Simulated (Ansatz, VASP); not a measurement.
# Two plane-wave programs on WS2

Contents of INCAR:

```
SYSTEM = WS2
PREC = Accurate ; ENCUT = 520
EDIFF = 1E-6 ; ISMEAR = 0
SIGMA = 0.05 ; LREAL = .False.
LASPH = .True. ; NELM = 60
ALGO = Normal ; ISIF = 2
LWAVE = .False. ; LCHARG = .False.
GGA = PS ; IVDW = 12
NBANDS = 35
```

The input KPOINTS:

```
regular mesh
0
Gamma
  12 12 4
  0 0 0
```

Contents of POSCAR:

```
WS2
1.0
    3.1147273971      0.0000000000      0.0000000000
   -1.5573636985      2.6974330517      0.0000000000
    0.0000000000      0.0000000000     11.7722466704
W S
2 4
Direct
    0.3333333333      0.6666666667      0.2500000000
    0.6666666667      0.3333333333      0.7500000000
    0.2810017686      0.6405008843      0.6269362614
    0.6143351019      0.3071675510      0.1269362614
    0.2810017686      0.6405008843      0.8940298790
    0.6143351019      0.3071675510      0.3940298790
```

Input for Ansatz:

```yaml
crystal:
  lattice:
    - [3.1147273971, 0.0, 0.0]
    - [-1.5573636985, 2.6974330517, 0.0]
    - [0.0, 0.0, 11.7722466704]
  atoms:
    - { symbol: W, position: [0.3333333333, 0.6666666667, 0.25] }
    - { symbol: W, position: [0.6666666667, 0.3333333333, 0.75] }
    - { symbol: S, position: [0.2810017686, 0.6405008843, 0.6269362614] }
    - { symbol: S, position: [0.6143351019, 0.307167551, 0.1269362614] }
    - { symbol: S, position: [0.2810017686, 0.6405008843, 0.894029879] }
    - { symbol: S, position: [0.6143351019, 0.307167551, 0.394029879] }
basis:
  ecutwfc: 420
kpoints:
  mp_grid: { grid: [12, 12, 4] }
hamiltonian:
  xc: pbesol
  dispersion: d3bj
scf:
  occupations: { method: gaussian, width: 0.05 }
output:
  forces: true
  stress: true
  eigenvalues: true
  write_density: true
  write_potential: true
  elf: true
  volumetric_format: npy
```

Change from the starting cell: all S atoms moved +0.188 Å, as atom 3 towards its neighbour atom 2 (W) at 2.389 Å.

Alike in both runs: task single point; functional PBEsol; dispersion D3(BJ); k mesh 12 × 12 × 4; occupations gaussian, width 0.05 eV; no spin polarisation.

|  | VASP | Ansatz |
| --- | --- | --- |
| version | VASP 6.6.1 | Ansatz 0.2.0 |
| potentials or method | VASP PAW PBE potentials, release 64 (W_sv, S), cutoff 520 eV | scalar-relativistic, plane waves, PAW |
| valence electrons in the cell | 52 | 52 |

|  | VASP | Ansatz | Ansatz less VASP |
| --- | --- | --- | --- |
| gap on the k mesh at the Fermi level (eV) | 0.46 | 0.44 | -0.021 |
| least direct gap on the mesh (eV) | 1.30 | 1.28 | -0.017 |
| pressure (GPa) | 3.4 | 3.3 | -0.15 |
| traceless stress, the component that is largest in VASP (GPa) | -2.84 | -2.85 | -0.012 |
| rms of the force components (eV/Å) | 2.218 | 2.212 | -0.0061 |

VASP's potentials were made for PBE, not for PBEsol. Atom by atom the forces differ by 0.011 eV/Å (rms over components).

Spin-orbit coupling is off throughout.
